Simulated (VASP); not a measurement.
# LiH (P6_3/mmc) in VASP: further runs, part 2 of 2

VASP 6.6.1.

### Step 3. Single point, r2SCAN

The input, POSCAR:

```
LiH
1.0
    2.7815484433      0.0000000000      0.0000000000
   -1.3907742217      2.4088916138      0.0000000000
    0.0000000000      0.0000000000      4.8729607009
Li H
2 2
Direct
    0.0000000000      0.0000000000      0.0000000000
    0.0000000000      0.0000000000      0.5000000000
    0.3333333333      0.6666666667      0.2500000000
    0.6666666667      0.3333333333      0.7500000000
```

The input, INCAR.step1:

```
SYSTEM = LiH
  PREC = Accurate
  ENCUT = 520
  ISMEAR = 0
  SIGMA = 0.01
  LREAL = .False.
  LASPH = .True.
  NELM = 80
  NBANDS = 12
  GGA = PE
  ALGO = Normal
  EDIFF = 1E-4
  LWAVE = .True.
  LCHARG = .False.
```

The input, INCAR.step2:

```
SYSTEM = LiH
  PREC = Accurate
  ENCUT = 520
  EDIFF = 1E-7
  ISMEAR = 0
  SIGMA = 0.01
  LREAL = .False.
  LASPH = .True.
  NELM = 80
  ALGO = Normal
  ISIF = 2
  LWAVE = .False.
  LCHARG = .False.
  METAGGA = R2SCAN
  LMIXTAU = .True.
  NBANDS = 12
  ISTART = 1
```

The input, KPOINTS:

```
Automatic mesh
0
Gamma
  12 12 6
  0 0 0
```

Potentials or basis: VASP PAW PBE potentials, release 64 (Li_sv, H).

The run is started by

```sh
$ cat potpaw_PBE.64/Li_sv/POTCAR potpaw_PBE.64/H/POTCAR > POTCAR
$ cp INCAR.step1 INCAR
$ mpirun -np 1 vasp_std > vasp.out
$ cp INCAR.step2 INCAR
$ mpirun -np 1 vasp_std > vasp.out
```

OUTCAR:

```text
SYSTEM = LiH
   PREC = Accurate
   ENCUT = 520
   EDIFF = 1E-7
   ISMEAR = 0
   LREAL = .False.
   LASPH = .True.
   NELM = 80
   ISIF = 2
   METAGGA = R2SCAN
   ISTART = 1

 ion  position               nearest neighbor table
   1  0.000  0.000  0.000-   2 2.44   2 2.44
   2  0.000  0.000  0.500-   1 2.44   1 2.44
   3  0.333  0.667  0.250-
   4  0.667  0.333  0.750-

  LATTYP: Found a hexagonal cell.
 ALAT       =     2.7815484433
 C/A-ratio  =     1.7518877705

  Lattice vectors:

 A1 = (   2.7815484433,   0.0000000000,   0.0000000000)
 A2 = (  -1.3907742217,   2.4088916138,   0.0000000000)
 A3 = (   0.0000000000,   0.0000000000,   4.8729607009)

Analysis of symmetry for initial positions (statically):
=====================================================================
 Subroutine PRICEL returns:
 Original cell was already a primitive cell.

 Routine SETGRP: Setting up the symmetry group for a
 hexagonal supercell.

 Subroutine GETGRP returns: Found 24 space group operations
 (whereof 12 operations were pure point group operations)
 out of a pool of 24 trial point group operations.

The static configuration has the point symmetry D_3d.
 The point group associated with its full space group is D_6h.

Analysis of symmetry for dynamics (positions and initial velocities):
=====================================================================
 Subroutine PRICEL returns:
 Original cell was already a primitive cell.

 Routine SETGRP: Setting up the symmetry group for a
 hexagonal supercell.

 Subroutine GETGRP returns: Found 24 space group operations
 (whereof 12 operations were pure point group operations)
 out of a pool of 24 trial point group operations.

The dynamic configuration has the point symmetry D_3d.
 The point group associated with its full space group is D_6h.

 Subroutine INISYM returns: Found 24 space group operations
[... 125 lines left out ...]
   LORBIT       =      0    0 simple, 1 ext, 2 COOP (PROOUT), +10 PAW based schemes
   METAGGA = R2SCAN    functional components
   LHFCALC =     F    Hartree Fock is set to
   AEXX    =    0.0000 exact exchange contribution
   IVDW    =     0    specifies the selected vdW correction
   LEPSILON=     F    determine dielectric tensor
   LRPA    =     F    only Hartree local field effects (RPA)
 non-spin polarized calculation
 Gauss-broadening in eV      SIGMA  =   0.01
  energy-cutoff  :      520.00
  volume of cell :       32.65
 maximum number of plane-waves:       895
 NGX is ok and might be reduce to    24
   NGX = 11   NGY = 11   NGZ = 19

 number of electron       8.0000007 magnetization

 Free energy of the ion-electron system (eV)
  ---------------------------------------------------
  ext. energy  EPLUGINS =         0.00000000
  ---------------------------------------------------
  free energy    TOTEN  =       -13.42005692 eV

  energy without entropy =      -13.42005692  energy(sigma->0) =      -13.42005692

 E-fermi :  -0.1015     XC(G=0):  -8.7688

 val. band max:       -0.3227897549   @ k =   0.5000  -0.0000   0.0000
 cond. band min:       4.6877489064   @ k =   0.5000  -0.0000   0.5000
 fundamental gap:      5.0105386614
 Fermi energy:        -0.1015002695

 k-point     1 :       0.0000    0.0000    0.0000
  band No.  band energies     occupation
      1     -46.1716      2.00000
      2     -46.1067      2.00000
      3      -5.6177      2.00000
      4      -3.3563      2.00000
      5       4.9960      0.00000
      6      15.4700      0.00000
      7      16.9203      0.00000
      8      17.5327      0.00000
      9      17.5335      0.00000
     10      17.6061      0.00000
     11      20.2636      0.00000
     12      20.2638      0.00000
[... 331 lines left out ...]
 k-point    24 :       0.3333   -0.0000    0.1667
  band No.  band energies     occupation
      1     -46.1394      2.00000
      2     -46.0873      2.00000
      3      -3.7301      2.00000
      4      -1.4831      2.00000
      5       6.0407      0.00000
      6       6.8705      0.00000
      7       9.4036      0.00000
      8      13.1110      0.00000
      9      14.1641      0.00000
     10      15.9640      0.00000
     11      17.2738      0.00000
     12      17.3037      0.00000

 [... further k-points ...]
[... 5 lines left out ...]
  --------------------------------------------------------------------------------------
  -------------------------------------------------------------------------------------
  Total       -0.1056506     -0.1056506     -0.0794048      0.0000000      0.0000000      0.0000000
  in kB       -5.1842481     -5.1842481     -3.8963712      0.0000000      0.0000000      0.0000000
  external PRESSURE =      -4.7549558 kB  Pullay stress =       0.0000000 kB

 VOLUME and BASIS-vectors are now :
 -----------------------------------------------------------------------------
  energy-cutoff  :      520.00
  volume of cell :       32.65
      direct lattice vectors                 reciprocal lattice vectors
     2.781548443  0.000000000  0.000000000     0.359511984  0.207564341  0.000000000
    -1.390774222  2.408891614  0.000000000     0.000000000  0.415128682  0.000000000
     0.000000000  0.000000000  4.872960701     0.000000000  0.000000000  0.205214050

 POSITION                                       TOTAL-FORCE (eV/Angst)
 -----------------------------------------------------------------------------------
      0.00000      0.00000      0.00000         0.000000      0.000000      0.000000
      0.00000      0.00000      2.43648         0.000000      0.000000      0.000000
     -0.00000      1.60593      1.21824        -0.000000     -0.000000     -0.000000
      1.39077      0.80296      3.65472         0.000000     -0.000000      0.000000
 -----------------------------------------------------------------------------------
    total drift:                               -0.000000      0.000000      0.000000

  FREE ENERGIE OF THE ION-ELECTRON SYSTEM (eV)
  ---------------------------------------------------
  free  energy   TOTEN  =       -13.4200569205 eV

  energy  without entropy=      -13.4200569205  energy(sigma->0) =      -13.42005692
```

OUTCAR.step1:

```text
SYSTEM = LiH
   PREC = Accurate
   ENCUT = 520
   ISMEAR = 0
   LREAL = .False.
   LASPH = .True.
   NELM = 80
[... 591 lines left out ...]
      0.00000      0.00000      2.43648        -0.000000      0.000000      0.000000
     -0.00000      1.60593      1.21824        -0.000000     -0.000000     -0.000000
      1.39077      0.80296      3.65472         0.000000      0.000000      0.000000
 -----------------------------------------------------------------------------------
    total drift:                               -0.000000      0.000000      0.000000

  FREE ENERGIE OF THE ION-ELECTRON SYSTEM (eV)
  ---------------------------------------------------
  free  energy   TOTEN  =       -12.0425317301 eV

  energy  without entropy=      -12.0425317301  energy(sigma->0) =      -12.04253173
```

OSZICAR.step1:

```text
N       E                     dE             d eps       ncg     rms          rms(c)
DAV:   1     0.147239161046E+02    0.14724E+02   -0.31229E+03  1832   0.642E+02
DAV:   2    -0.100610557216E+02   -0.24785E+02   -0.24351E+02  2320   0.133E+02
DAV:   3    -0.125038314916E+02   -0.24428E+01   -0.24321E+01  3136   0.287E+01
DAV:   4    -0.125335288050E+02   -0.29697E-01   -0.29694E-01  2228   0.414E+00
DAV:   5    -0.125339173838E+02   -0.38858E-03   -0.38857E-03  2628   0.366E-01    0.407E+00
DAV:   6    -0.121615617708E+02    0.37236E+00   -0.22736E-01  2152   0.180E+00    0.205E+00
DAV:   7    -0.120374978623E+02    0.12406E+00   -0.32566E-01  2256   0.241E+00    0.316E-01
DAV:   8    -0.120427456156E+02   -0.52478E-02   -0.20517E-02  2328   0.947E-01    0.961E-02
DAV:   9    -0.120425239178E+02    0.22170E-03   -0.60242E-04  2456   0.117E-01    0.283E-02
DAV:  10    -0.120425317301E+02   -0.78124E-05   -0.56798E-05  1492   0.541E-02
   1 F= -.12042532E+02 E0= -.12042532E+02  d E =-.763014-104
```

Wall time 1.9 min (1 thread of Intel Xeon Platinum 8488C (Sapphire Rapids), shared host); peak memory 0.16 GiB.

Results:

```yaml
Free_energy: -13.4201 eV
Band_gap_on_the_k_mesh: 5.01 eV, indirect (least direct gap 5.61 eV)
```

Caveat: the cutoff is under 1.25 times the usual one of these potentials, so pressure, stress and relaxed cells hold a basis-set (Pulay) error; the PAW data sets were made with another functional, which shifts forces and pressure a little. r2SCAN opens gaps a little over a GGA but as a rule still falls short of measured ones.
